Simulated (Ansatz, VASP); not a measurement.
## Two plane-wave programs on MgZr2O2

```
CELL_PARAMETERS angstrom
3.54699 0.00000 0.00000
-1.77350 3.07178 0.00000
0.00000 0.00000 9.02563
ATOMIC_POSITIONS crystal
Mg 0.00000 0.00000 0.00000
Zr 0.00000 0.00000 0.34527
Zr 0.00000 0.00000 0.65473
O 0.33333 0.66667 0.00000
O 0.66667 0.33333 0.00000
```

Alike in both runs: functional PBE; k mesh 12 × 12 × 4; occupations gaussian, width 0.1 eV; no spin polarisation.

Ansatz relaxed the structure, and its values are those at the end. VASP's run is a single point on that final structure, the one shown.

|  | VASP | Ansatz |
| --- | --- | --- |
| version | VASP 6.6.1 | Ansatz 0.2.0 |
| potentials or method | VASP PAW PBE potentials, release 64 (Mg, Zr_sv, O), cutoff 520 eV | scalar-relativistic, plane waves, PAW |
| valence electrons in the cell | 38 | 46 |

```tsv
	VASP	Ansatz	Ansatz less VASP
gap on the k mesh at the Fermi level (eV)	none	none	-
pressure (GPa)	-0.2	0.0	+0.15
rms of the force components (eV/Å)	0.003	0.001	-0.0024
```

A gap of «none» marks a metal or a gap that the smearing closes. With one functional, cell and mesh, what is left measures potentials, basis and numerics. VASP's potentials hold 38 valence electrons a cell and Ansatz's 46, so a difference there can come from the potentials and not from the codes.
